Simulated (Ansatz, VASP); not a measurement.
## NaH in VASP and in Ansatz

Contents of POSCAR:

```
NaH
1.0
    0.0000000000      2.4400000000      2.4400000000
    2.4400000000      0.0000000000      2.4400000000
    2.4400000000      2.4400000000      0.0000000000
Na H
1 1
Direct
    0.0000000000      0.0000000000      0.0000000000
    0.5000000000      0.5000000000      0.5000000000
```

File INCAR.step1:

```
SYSTEM = NaH
ALGO = Normal
EDIFF = 1E-5
ENCUT = 550
GGA = PE
GGA_COMPAT = .False.
ISMEAR = -1
LASPH = .True.
LCHARG = .False.
LREAL = .False.
LWAVE = .True.
NBANDS = 11
NELM = 120
PREC = Accurate
SIGMA = 0.05
```

Contents of INCAR.step2:

```
SYSTEM = NaH
ALGO = Normal
EDIFF = 1E-6
ENCUT = 550
GGA_COMPAT = .False.
ISIF = 2
ISMEAR = -1
ISTART = 1
LASPH = .True.
LCHARG = .False.
LMIXTAU = .True.
LREAL = .False.
LWAVE = .False.
METAGGA = R2SCAN
NBANDS = 11
NELM = 120
PREC = Accurate
SIGMA = 0.05
```

KPOINTS

```
k-points
0
Gamma
  9 9 9
  0 0 0
```

The input input.yaml:

```yaml
crystal:
  lattice:
    - [0.0, 2.44, 2.44]
    - [2.44, 0.0, 2.44]
    - [2.44, 2.44, 0.0]
  atoms:
    - { symbol: Na, position: [0.0, 0.0, 0.0] }
    - { symbol: H, position: [0.5, 0.5, 0.5] }
hamiltonian:
  xc: r2scan
  pseudopotentials: { kind: paw }
kpoints:
  mp_grid: { grid: [9, 9, 9] }
  band_path:
    path:
      - [[0.0, 0.0, 0.0], [0.5, 0.0, 0.5], [0.5, 0.25, 0.75], [0.375, 0.375, 0.75], [0.0, 0.0, 0.0], [0.5, 0.5, 0.5], [0.625, 0.25, 0.625], [0.5, 0.25, 0.75], [0.5, 0.5, 0.5], [0.375, 0.375, 0.75]]
      - [[0.625, 0.25, 0.625], [0.5, 0.0, 0.5]]
    npoints: 14
scf:
  occupations: { method: fermi_dirac, width: 0.05 }
  n_extra_bands: 6
output:
  forces: true
  stress: true
  eigenvalues: true
  fatbands: true
```

Alike in both runs: functional r2SCAN; k mesh 9 × 9 × 9; occupations fermi-dirac, width 0.05 eV; no spin polarisation.

|  | VASP | Ansatz |
| --- | --- | --- |
| version | VASP 6.6.1 | Ansatz 0.2.0 |
| potentials or method | VASP PAW PBE potentials, release 64 (Na_pv, H) | Ansatz PAW |
| plane-wave cutoff (eV) | 550 | 500 |
| valence electrons in the cell | 8 | 10 |
| task | single point | band structure |

```tsv
	VASP	Ansatz	Ansatz less VASP
gap on the k mesh at the Fermi level (eV)	4.61	4.60	-0.009
least direct gap on the mesh (eV)	5.29	5.29	+0.007
pressure (GPa)	-1.3	-1.2	+0.14
```

VASP's potentials were made for PBE, not for r2SCAN. VASP's potentials hold 8 valence electrons a cell and Ansatz's 10, so a difference there can come from the potentials and not from the codes.

Noted on Ansatz's run: the k mesh misses the band edges, so the gap on the mesh is wider than the one along the path.
